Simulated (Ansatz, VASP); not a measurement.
One calculation of SbPb, two programs

Contents of INCAR:

```
ALGO = Normal
EDIFF = 1E-6
ENCUT = 520
GGA = CA
ISIF = 2
ISMEAR = -1
LASPH = T
LCHARG = T
LELF = T
LREAL = F
LVHAR = T
LWAVE = F
NBANDS = 16
NELM = 100
PREC = Accurate
SIGMA = 0.05
```

File KPOINTS:

```
k-points
0
Gamma
  8 8 8
```

Contents of POSCAR:

```
SbPb
1.0
    0.0000000000      3.1040133168      3.1040133168
    3.1040133168      0.0000000000      3.1040133168
    3.1040133168      3.1040133168      0.0000000000
Sb Pb
1 1
Direct
    0.5000000000      0.5000000000      0.5000000000
    0.0000000000      0.0000000000      0.0000000000
```

Input for Ansatz:

```yaml
crystal:
  lattice:
    - [0.0, 3.104013316808303, 3.104013316808303]
    - [3.104013316808303, 0.0, 3.104013316808303]
    - [3.104013316808303, 3.104013316808303, 0.0]
  atoms:
    - { symbol: Sb, position: [0.5, 0.5, 0.5] }
    - { symbol: Pb, position: [0.0, 0.0, 0.0] }
basis:
  ecutwfc: 470.0
kpoints:
  mp_grid:
    grid: [8, 8, 8]
hamiltonian:
  xc: lda
scf:
  occupations:
    method: fermi_dirac
    width: 0.05
output:
  stress: true
```

Alike in both runs: task single point; functional LDA; k mesh 8 × 8 × 8; occupations fermi-dirac, width 0.05 eV; no spin polarisation.

|  | VASP | Ansatz |
| --- | --- | --- |
| version | VASP 6.6.1 | Ansatz 0.2.0 |
| potentials or method | VASP PAW LDA potentials, release 64 (Sb, Pb_d), cutoff 520 eV | plane waves, PAW |
| valence electrons in the cell | 19 | 29 |

```csv
,VASP,Ansatz,Ansatz less VASP
pressure (GPa),-0.1,-0.2,-0.07
```

LDA's correlation is that of Perdew and Zunger in VASP and of Perdew and Wang (1992) in Ansatz. VASP's potentials hold 19 valence electrons a cell and Ansatz's 29, so a difference there can come from the potentials and not from the codes.

Neither program's run includes spin-orbit coupling.
